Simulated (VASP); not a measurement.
## Os: single point with PBE

Crystal: Os.

```xyz
1
Lattice="2.1574 0.0000 0.0000 0.0000 2.1574 0.0000 0.0000 0.0000 2.1574" Properties=species:S:1:pos:R:3 pbc="T T T"
Os    0.0000    0.0000    0.0000
```

This cell differs from its parent crystal: volume scaled by 0.6.

```yaml
Program: VASP 6.6.1
Task: single point
Functional: PBE
Potentials_or_basis: VASP PAW PBE potentials, release 64 (Os)
Cutoff: 520 eV
k_mesh: 17 × 17 × 17
Occupations: fermi-dirac, width 0.08 eV
Spin: no spin polarisation
```

* Pressure: 436.1 GPa
* Band gap on the k mesh: zero (band 4 reaches 22.85 eV, above the bottom of band 5 at 13.29 eV)

Levels at points of the mesh, in eV from the Fermi level:
| k point | band 1 | band 2 | band 3 | band 4 | band 5 | band 6 | band 7 | band 8 | band 9 |
| --- | --- | --- | --- | --- | --- | --- | --- | --- | --- |
| (0.00, 0.00, 0.00) | -14.15 | -11.62 | -11.62 | 4.90 | 4.90 | 4.90 | 19.65 | 19.65 | 19.65 |

Run time: 12 s on 1 thread of Intel(R) Xeon(R) Platinum 8259CL CPU @ 2.50GHz (Skylake/Cascade Lake), on a shared host, peak memory 0.13 GiB.

Caveat: spin-orbit coupling is left out, which moves the levels of the heavy elements.
